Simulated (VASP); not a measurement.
Write the native input for VASP 6.6.1 that does the following.

```
Task                   : relaxation of volume and atoms at fixed shape
Functional             : PBEsol
Potentials or basis    : VASP PAW PBE potentials, release 64 (Ir)
Cutoff                 : 600 eV
k mesh                 : 17 × 17 × 9
Occupations            : gaussian, width 0.05 eV
Spin                   : no spin polarisation
Dipole correction      : no
Further INCAR settings : ALGO = Normal; EDIFF = 1e-06; IBRION = 2; EDIFFG = -0.03; NSW = 80; ISIF = 8
```

The structure of Ir lies in POSCAR:

```
Ir
1.0
    2.7513778900      0.0000000000      0.0000000000
   -1.3756889500      2.3827631500      0.0000000000
    0.0000000000      0.0000000000      4.4622900000
Ir
2
Direct
    0.6666666667      0.3333333333      0.7500000000
    0.3333333333      0.6666666667      0.2500000000
```

This isn't the form of Ir at room conditions, which is fcc.

The input as run:

INCAR

```
  ALGO = Normal
  EDIFF = 1E-6
  EDIFFG = -0.03
  ENCUT = 600
  GGA = PS
  IBRION = 2
  ISIF = 8
  ISMEAR = 0
  LASPH = T
  LCHARG = F
  LREAL = F
  LWAVE = F
  NELM = 100
  NSW = 80
  PREC = Accurate
  SIGMA = 0.05
```

KPOINTS

```
k-points
0
Gamma
  17 17 9
```

Potentials or basis: VASP PAW PBE potentials, release 64 (Ir).

Command:

```sh
$ cat potpaw_PBE.64/Ir/POTCAR > POTCAR
$ mpirun -np 1 vasp_std > vasp.out
```

Results of the run:

The relaxed volume is 14.15 Å³/atom. The relaxed cell is a = 2.721 Å, b = 2.721 Å, c = 4.413 Å, α = 90.00°, β = 90.00°, γ = 120.00° and the space group after relaxing (to 0.1 Å) is P6_3/mmc (No. 194). The energy gained by relaxing is 18.4 meV/atom. The ionic steps are 4. The pressure after relaxing is -0.1 GPa and the band gap on the k mesh is zero (bands 9 and 10 overlap by 3.31 eV).

Caveat: the PAW data sets were made with another functional, which shifts forces and pressure a little; spin-orbit coupling is left out, which moves the levels of the heavy elements.

Wall time 84 s on 1 thread of Intel(R) Xeon(R) Platinum 8488C (Sapphire Rapids), with other jobs on the host, peak memory 0.22 GiB.
